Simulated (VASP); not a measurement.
# GaAs (Fm-3m) in VASP: settings compared

The runs below take GaAs through single point, with PBEsol-based screened hybrid with 25 % exact exchange, PBE-based screened hybrid with 25 % exact exchange, B3LYP.

Everything below comes from runs of VASP 6.6.1. Logs are shortened: lines on timing, memory, paths and dates and some standing lists are left out, and cuts for length are marked.

## Step 1: The cell of the first run

Symmetry: Fm-3m, No. 225, cubic system. Conventional cell: a = 5.277 Å, b = 5.277 Å, c = 5.277 Å, α = 90.00°, β = 90.00°, γ = 90.00°. Within 3.5 Å of Ga (site symmetry m-3m) lie 6 As at 2.64 Å. Within 3.5 Å of As (site symmetry m-3m) lie 6 Ga at 2.64 Å.

## Step 2: Single point, PBEsol-based screened hybrid with 25 % exact exchange

File POSCAR:

```
GaAs
1.0
    0.0000000000      2.6385076719      2.6385076719
    2.6385076719      0.0000000000      2.6385076719
    2.6385076719      2.6385076719      0.0000000000
Ga As
1 1
Direct
    0.0000000000      0.0000000000      0.0000000000
    0.5000000000      0.5000000000      0.5000000000
```

File INCAR.step1:

```
SYSTEM = GaAs
PREC = Accurate
ENCUT = 520
EDIFF = 1E-5
ISMEAR = -1
SIGMA = 0.05
LREAL = .False.
LASPH = .True.
NELM = 80
ALGO = Normal
ISIF = 2
LWAVE = .True.
LCHARG = .False.
NBANDS = 16
GGA = PE
```

File INCAR.step2:

```
SYSTEM = GaAs
PREC = Accurate
ENCUT = 520
EDIFF = 1E-6
ISMEAR = -1
SIGMA = 0.05
LREAL = .False.
LASPH = .True.
NELM = 80
ALGO = Normal
ISIF = 2
LWAVE = .False.
LCHARG = .False.
GGA = PS
LHFCALC = .True.
AEXX = 0.25
HFSCREEN = 0.207
PRECFOCK = Normal
NBANDS = 16
ISTART = 1
```

File KPOINTS:

```
regular mesh
0
Gamma
  5 5 5
  0 0 0
```

Potentials or basis: VASP PAW PBE potentials, release 64 (Ga_d, As).

Started as:

```sh
$ cat potpaw_PBE.64/Ga_d/POTCAR potpaw_PBE.64/As/POTCAR > POTCAR
$ cp INCAR.step1 INCAR
$ mpirun -np 1 vasp_std > vasp.out
$ cp INCAR.step2 INCAR
$ mpirun -np 1 vasp_std > vasp.out
```

OUTCAR:

```text
SYSTEM = GaAs
   PREC = Accurate
   ENCUT = 520
   EDIFF = 1E-6
   ISMEAR = -1
   LREAL = .False.
   LASPH = .True.
   NELM = 80
   ISIF = 2
   GGA = PS
   LHFCALC = .True.
   AEXX = 0.25
   HFSCREEN = 0.207
   PRECFOCK = Normal
   ISTART = 1

 ion  position               nearest neighbor table
   1  0.000  0.000  0.000-   2 2.64   2 2.64   2 2.64   2 2.64   2 2.64   2 2.64
   2  0.500  0.500  0.500-   1 2.64   1 2.64   1 2.64   1 2.64   1 2.64   1 2.64

  LATTYP: Found a face centered cubic cell.
 ALAT       =     5.2770153438

  Lattice vectors:

 A1 = (   0.0000000000,   2.6385076719,   2.6385076719)
 A2 = (   2.6385076719,   0.0000000000,   2.6385076719)
 A3 = (   2.6385076719,   2.6385076719,   0.0000000000)

Analysis of symmetry for initial positions (statically):
=====================================================================
 Subroutine PRICEL returns:
 Original cell was already a primitive cell.

 Routine SETGRP: Setting up the symmetry group for a
 face centered cubic supercell.

 Subroutine GETGRP returns: Found 48 space group operations
 (whereof 48 operations were pure point group operations)
 out of a pool of 48 trial point group operations.

The static configuration has the point symmetry O_h .

Analysis of symmetry for dynamics (positions and initial velocities):
=====================================================================
 Subroutine PRICEL returns:
 Original cell was already a primitive cell.

 Routine SETGRP: Setting up the symmetry group for a
 face centered cubic supercell.

 Subroutine GETGRP returns: Found 48 space group operations
 (whereof 48 operations were pure point group operations)
 out of a pool of 48 trial point group operations.

The dynamic configuration has the point symmetry O_h .

 Subroutine INISYM returns: Found 48 space group operations
 (whereof 48 operations are pure point group operations),
 and found     1 'primitive' translations

----------------------------------------------------------------------------------------

                                     Primitive cell

  volume of cell :      36.7371

  direct lattice vectors                    reciprocal lattice vectors
     0.000000000  2.638507672  2.638507672    -0.189501060  0.189501060  0.189501060
     2.638507672  0.000000000  2.638507672     0.189501060 -0.189501060  0.189501060
     2.638507672  2.638507672  0.000000000     0.189501060  0.189501060 -0.189501060

  length of vectors
     3.731413334  3.731413334  3.731413334     0.328225464  0.328225464  0.328225464

  position of ions in fractional coordinates (direct lattice)
     0.000000000  0.000000000  0.000000000
     0.500000000  0.500000000  0.500000000

  ion indices of the primitive-cell ions
   primitive index   ion index
                 1           1
                 2           2

----------------------------------------------------------------------------------------

 KPOINTS: regular mesh

Automatic generation of k-mesh.
 Grid dimensions read from file:
 generate k-points for:    5    5    5

 Generating k-lattice:

  Cartesian coordinates                     Fractional coordinates (reciprocal lattice)
    -0.037900212  0.037900212  0.037900212     0.200000000  0.000000000  0.000000000
     0.037900212 -0.037900212  0.037900212     0.000000000  0.200000000  0.000000000
     0.037900212  0.037900212 -0.037900212     0.000000000  0.000000000  0.200000000

  Length of vectors
     0.065645093  0.065645093  0.065645093

  Shift w.r.t. Gamma in fractional coordinates (k-lattice)
     0.000000000  0.000000000  0.000000000

 Subroutine IBZKPT returns following result:
 ===========================================

 Found     10 irreducible k-points:

 Following reciprocal coordinates:
            Coordinates               Weight
  0.000000  0.000000  0.000000      1.000000
  0.200000  0.000000  0.000000      8.000000
  0.400000  0.000000  0.000000      8.000000
  0.200000  0.200000  0.000000      6.000000
  0.400000  0.200000  0.000000     24.000000
 -0.400000  0.200000  0.000000     24.000000
 -0.200000  0.200000  0.000000     12.000000
  0.400000  0.400000  0.000000      6.000000
 -0.400000  0.400000  0.000000     12.000000
 -0.400000  0.400000  0.200000     24.000000
   k-points           NKPTS =     10   k-points in BZ     NKDIM =    125   number of bands    NBANDS=     16
   number of dos      NEDOS =    301   number of ions     NIONS =      2
   total plane-waves  NPLWV =  21952
   dimension x,y,z NGX =    28 NGY =   28 NGZ =   28
   dimension x,y,z NGXF=    56 NGYF=   56 NGZF=   56
   ions per type =               1   1
   NGX,Y,Z   is equivalent  to a cutoff of  12.47, 12.47, 12.47 a.u.
   NGXF,Y,Z  is equivalent  to a cutoff of  24.95, 24.95, 24.95 a.u.
 SYSTEM =  GaAs
   PREC   = accura    normal or accurate (medium, high low for compatibility)
   ISTART =      1    job   : 0-new  1-cont  2-samecut
   ICHARG =      0    charge: 1-file 2-atom 10-const
   ISPIN  =      1    spin polarized calculation?
   LNONCOLLINEAR =      F non collinear calculations
   LSORBIT =      F    spin-orbit coupling
   LASPH  =      T    aspherical Exc in radial PAW
   ENCUT  =  520.0 eV  38.22 Ry    6.18 a.u.   6.94  6.94  6.94*2*pi/ulx,y,z
   NELM   =     80;   NELMIN=  2; NELMDL=  0     # of ELM steps
   EDIFF  = 0.1E-05   stopping-criterion for ELM
   LREAL  =      F    real-space projection
   EDIFFG = 0.1E-04   stopping-criterion for IOM
   NSW    =      0    number of steps for IOM
   IBRION =     -1    ionic relax: 0-MD 1-quasi-New 2-CG
   NFREE  =      0    steps in history (QN), initial steepest desc. (CG)
   ISIF   =      2    stress and relaxation
   ISYM   =      3    0-nonsym 1-usesym 2-fastsym
   POTIM  = 0.5000    time-step for ionic-motion
   TEBEG  =    0.0;   TEEND  =   0.0 temperature during run
   PSTRESS=    0.0 pullay stress
   NELECT =      18.0000    total number of electrons
   NUPDOWN=      -1.0000    fix difference up-down
   EMIN   =  10.00;   EMAX   =-10.00  energy-range for DOS
   EFERMI =   0.00;   METHOD = LEGACY
   ISMEAR =    -1;   SIGMA  =   0.05  broadening in eV -4-tet -1-fermi 0-gaus
   EFERMI_NEDOS =   21; number of points for ismear=-14 and -15
   IALGO  =     38    algorithm
   IMIX   =      1    mixing-type and parameters
     AMIX     =   0.40;   BMIX     =  1.00
     AMIX_MAG =   1.60;   BMIX_MAG =  1.00
  volume/ion in A,a.u.               =      18.37       123.96
  Fermi-wavevector in a.u.,A,eV,Ry     =   1.290617  2.438912 22.663111  1.665692
  Thomas-Fermi vector in A             =   2.422437
   LORBIT       =      0    0 simple, 1 ext, 2 COOP (PROOUT), +10 PAW based schemes
   GGA     = PS    functional components
   LHFCALC =     T    Hartree Fock is set to
   PRECFOCK=normal    Normal, Fast or Accurate (Low or Medium for compatibility)
   ENCUT4O =  -1.0   cutoff for four orbital integrals eV
   NKREDX  =     1    reduce k-point grid by
   NKREDY  =     1    reduce k-point grid by
   NKREDZ  =     1    reduce k-point grid by
   AEXX    =    0.2500 exact exchange contribution
   HFSCREEN=    0.2070 screening length (either q_TF or 0.3 A-1)
   HFSCREENC=   0.2070 screening length for correlation (either q_TF or 0.3 A-1)
   ENCUTFOCK=  -1.0 apply spherical cutoff to Coloumb kernel
   IVDW    =     0    specifies the selected vdW correction
   LEPSILON=     F    determine dielectric tensor
   LRPA    =     F    only Hartree local field effects (RPA)
 non-spin polarized calculation
  energy-cutoff  :      520.00
  volume of cell :       36.74
 maximum number of plane-waves:       992
  NGX = 24; NGY = 24; NGZ = 24

 number of electron      17.9999995 magnetization

 Free energy of the ion-electron system (eV)
  ---------------------------------------------------
  ext. energy  EPLUGINS =         0.00000000
  ---------------------------------------------------
  free energy    TOTEN  =        -9.54102862 eV

  energy without entropy =       -9.53148232  energy(sigma->0) =       -9.53625547

 E-fermi :   5.8076     XC(G=0):  -9.0702

 val. band max:        5.7798222601   @ k =   0.4000   0.0000   0.0000
 cond. band min:       6.1372859802   @ k =   0.4000   0.2000   0.0000
 fundamental gap:      0.3574637200
 Fermi energy:         5.8075940988

 k-point     1 :       0.0000    0.0000    0.0000
  band No.  band energies     occupation
      1     -12.1357      2.00000
      2     -12.1357      2.00000
      3     -12.1051      2.00000
      4     -12.1051      2.00000
      5     -12.1051      2.00000
      6      -9.5274      2.00000
[... 8 lines left out ...]
     15      14.4980      0.00000
     16      14.4980      0.00000

 k-point     2 :       0.2000    0.0000    0.0000
  band No.  band energies     occupation
      1     -12.1467      2.00000
      2     -12.1467      2.00000
      3     -12.1067      2.00000
      4     -12.0949      2.00000
      5     -12.0949      2.00000
      6      -8.9005      2.00000
[... 8 lines left out ...]
     15      14.9770      0.00000
     16      14.9770      0.00000

 k-point     3 :       0.4000    0.0000    0.0000
  band No.  band energies     occupation
      1     -12.1670      2.00000
      2     -12.1670      2.00000
      3     -12.1116      2.00000
      4     -12.0758      2.00000
      5     -12.0758      2.00000
      6      -7.2521      2.00000
[... 8 lines left out ...]
     15      18.4423      0.00000
     16      18.4423      0.00000

 k-point     4 :       0.2000    0.2000    0.0000
  band No.  band energies     occupation
      1     -12.1794      2.00000
      2     -12.1288      2.00000
      3     -12.1135      2.00000
      4     -12.0896      2.00000
      5     -12.0896      2.00000
      6      -8.6750      2.00000
[... 8 lines left out ...]
     15      17.2672      0.00000
     16      17.2673      0.00000
[... 58 lines left out ...]
 k-point     8 :       0.4000    0.4000    0.0000
  band No.  band energies     occupation
      1     -12.2819      2.00000
      2     -12.1272      2.00000
      3     -12.1178      2.00000
      4     -12.0615      2.00000
      5     -12.0615      2.00000
      6      -6.3861      2.00000
[... 8 lines left out ...]
     15      19.8485      0.00000
     16      22.6897      0.00000

 k-point     9 :      -0.4000    0.4000    0.0000
  band No.  band energies     occupation
      1     -12.2736      2.00000
      2     -12.1308      2.00000
      3     -12.1181      2.00000
      4     -12.0674      2.00000
      5     -12.0604      2.00000
      6      -5.5799      2.00000
[... 8 lines left out ...]
     15      20.1051      0.00000
     16      21.0672      0.00000

 k-point    10 :      -0.4000    0.4000    0.2000
  band No.  band energies     occupation
      1     -12.2440      2.00000
      2     -12.1445      2.00000
      3     -12.1056      2.00000
      4     -12.0838      2.00000
      5     -12.0617      2.00000
      6      -5.9542      2.00000
[... 8 lines left out ...]
     15      17.9449      0.00000
     16      21.4943      0.00000

------------------------ aborting loop because EDIFF is reached ----------------------------------------

  FORCE on cell =-STRESS in cart. coord.  units (eV):
  Direction    XX          YY          ZZ          XY          YZ          ZX
  --------------------------------------------------------------------------------------
  -------------------------------------------------------------------------------------
  Total       -0.0101114     -0.0101114     -0.0101114     -0.0000000     -0.0000000      0.0000000
  in kB       -0.4409794     -0.4409794     -0.4409794     -0.0000000     -0.0000000      0.0000000
  external PRESSURE =      -0.4409794 kB  Pullay stress =       0.0000000 kB

 VOLUME and BASIS-vectors are now :
 -----------------------------------------------------------------------------
  energy-cutoff  :      520.00
  volume of cell :       36.74
      direct lattice vectors                 reciprocal lattice vectors
     0.000000000  2.638507672  2.638507672    -0.189501060  0.189501060  0.189501060
     2.638507672  0.000000000  2.638507672     0.189501060 -0.189501060  0.189501060
     2.638507672  2.638507672  0.000000000     0.189501060  0.189501060 -0.189501060

 POSITION                                       TOTAL-FORCE (eV/Angst)
 -----------------------------------------------------------------------------------
      0.00000      0.00000      0.00000         0.000000      0.000000     -0.000000
      2.63851      2.63851      2.63851        -0.000000     -0.000000      0.000000
 -----------------------------------------------------------------------------------
    total drift:                                0.000000      0.000000      0.000000

  FREE ENERGIE OF THE ION-ELECTRON SYSTEM (eV)
  ---------------------------------------------------
  free  energy   TOTEN  =        -9.5410286188 eV

  energy  without entropy=       -9.5314823213  energy(sigma->0) =       -9.53625547
```

Wall time 10 min (1 thread of Intel Xeon 6975P-C (Granite Rapids), shared host); peak memory 0.28 GiB.

What came out:

- Free energy: -9.5410 eV
- Pressure: 0.0 GPa
- Band gap on the k mesh: zero (bands 9 and 10 overlap by 3.47 eV)

Caveat: the k points lie up to 0.41 Å⁻¹ apart, too coarse for converged energies and pressures of a metal; the PAW data sets were made with another functional, which shifts forces and pressure a little.

## Step 3: Single point, PBE-based screened hybrid with 25 % exact exchange

This run uses another cell than the first one, of 18.99 Å³/atom.

File POSCAR:

```
GaAs
1.0
    0.0000000000      2.6677408626      2.6677408626
    2.6677408626      0.0000000000      2.6677408626
    2.6677408626      2.6677408626      0.0000000000
Ga As
1 1
Direct
    0.0000000000      0.0000000000      0.0000000000
    0.5000000000      0.5000000000      0.5000000000
```

File INCAR.step1:

```
SYSTEM = GaAs
PREC = Accurate
ENCUT = 520
EDIFF = 1E-5
ISMEAR = -1
SIGMA = 0.05
LREAL = .False.
LASPH = .True.
NELM = 100
ALGO = Normal
ISIF = 2
LWAVE = .True.
GGA = PE
NBANDS = 16
```

File INCAR.step2:

```
SYSTEM = GaAs
PREC = Accurate
ENCUT = 520
EDIFF = 1E-7
ISMEAR = -1
SIGMA = 0.05
LREAL = .False.
LASPH = .True.
NELM = 100
ALGO = Normal
ISIF = 2
LWAVE = .False.
LCHARG = .True.
GGA = PE
LHFCALC = .True.
AEXX = 0.25
HFSCREEN = 0.3
PRECFOCK = Normal
LELF = .True.
LVHAR = .True.
ISTART = 1
NBANDS = 16
```

File KPOINTS:

```
Automatic mesh
0
Gamma
  5 5 5
  0 0 0
```

Potentials or basis: VASP PAW PBE potentials, release 64 (Ga_d, As).

Started as:

```sh
$ cat potpaw_PBE.64/Ga_d/POTCAR potpaw_PBE.64/As/POTCAR > POTCAR
$ cp INCAR.step1 INCAR
$ mpirun -np 1 vasp_std > vasp.out
$ cp INCAR.step2 INCAR
$ mpirun -np 1 vasp_std > vasp.out
```

Run time: 11 min. Hardware: 1 thread of Intel Xeon 6975P-C (Granite Rapids), shared host; peak memory 0.27 GiB.

It converged, with:

* Free energy: -8.6605 eV
* Pressure: -0.1 GPa
* Band gap on the k mesh: zero (bands 9 and 10 overlap by 3.23 eV)

Levels at points of the mesh, in eV from the Fermi level:
```
           k point  band 5  band 6  band 7  band 8  band 9  band 10  band 11  band 12  band 13  band 14
(0.00, 0.00, 0.00)  -17.77  -14.85   -0.18   -0.18   -0.18     0.45     7.59     7.59     7.59     8.36
```

Caveat: the k points lie up to 0.41 Å⁻¹ apart, too coarse for converged energies and pressures of a metal; the PAW data sets were made with another functional, which shifts forces and pressure a little.

## Step 4: Single point, B3LYP

This run uses another cell than the first one, of 19.59 Å³/atom.

File POSCAR:

```
GaAs
1.0
    0.0000000000      2.6958900000      2.6958900000
    2.6958900000      0.0000000000      2.6958900000
    2.6958900000      2.6958900000      0.0000000000
Ga As
1 1
Direct
    0.0000000000      0.0000000000      0.0000000000
    0.5000000000      0.5000000000      0.5000000000
```

File INCAR.step1:

```
SYSTEM = GaAs
  PREC = Accurate
  ENCUT = 520
  EDIFF = 1E-5
  ISMEAR = -1
  SIGMA = 0.05
  LREAL = .False.
  LASPH = .True.
  NELM = 100
  ALGO = Normal
  ISIF = 2
  LWAVE = .True.
  NBANDS = 16
  GGA = PE
```

File INCAR.step2:

```
SYSTEM = GaAs
  PREC = Accurate
  ENCUT = 520
  EDIFF = 1E-6
  ISMEAR = -1
  SIGMA = 0.05
  LREAL = .False.
  LASPH = .True.
  NELM = 100
  ALGO = Normal
  ISIF = 2
  LWAVE = .False.
  LCHARG = .True.
  GGA = B3
  LHFCALC = .True.
  AEXX = 0.2
  AGGAX = 0.72
  AGGAC = 0.81
  ALDAC = 0.19
  PRECFOCK = Normal
  LELF = .True.
  LVHAR = .True.
  NBANDS = 16
  ISTART = 1
```

KPOINTS is that of step 3.

Started as:

```sh
$ cat potpaw_PBE.64/Ga_d/POTCAR potpaw_PBE.64/As/POTCAR > POTCAR
$ cp INCAR.step1 INCAR
$ mpirun -np 1 vasp_std > vasp.out
$ cp INCAR.step2 INCAR
$ mpirun -np 1 vasp_std > vasp.out
```

Wall time 16 min (1 thread of Intel Xeon 6975P-C (Granite Rapids), shared host); peak memory 0.19 GiB.

It converged, with:

* Free energy: -7.9594 eV
* Pressure: 2.6 GPa
* Band gap on the k mesh: zero (bands 9 and 10 overlap by 3.57 eV)

Levels at points of the mesh, in eV from the Fermi level:
| k point | band 7 | band 8 | band 9 | band 10 | band 11 | band 12 |
| --- | --- | --- | --- | --- | --- | --- |
| (0.00, 0.00, 0.00) | -0.58 | -0.57 | -0.57 | -0.40 | 8.14 | 8.14 |

Caveat: the k points lie up to 0.40 Å⁻¹ apart, too coarse for converged energies and pressures of a metal; the PAW data sets were made with another functional, which shifts forces and pressure a little.

## Step 5: Overview

```csv
level,cell,share of exact exchange,screening parameter,gap on the mesh (eV),pressure (GPa)
PBEsol-based screened hybrid with 25 % exact exchange,"a = 3.731 Å, angles 60.0°, 2 atoms",0.25,0.207 1/Å,none,0.0
PBE-based screened hybrid with 25 % exact exchange,"a = 3.773 Å, angles 60.0°, 2 atoms",0.25,0.3 1/Å,none,-0.1
B3LYP,"a = 3.813 Å, angles 60.0°, 2 atoms",0.2,-,none,2.6
```

Alike in all rows: task single point; potentials or basis VASP PAW PBE potentials, release 64 (Ga_d, As); no spin polarisation; k mesh 5 × 5 × 5; cutoff (eV) 520; smearing fermi-dirac 0.05 eV.

Caveats: all runs use coarse meshes; the PAW data sets were made with another functional, which shifts forces and pressure a little.

Absolute energies hang on the potentials; compare differences alone.

The gap in the log of VASP goes by the Fermi energy; the results here count the filled bands.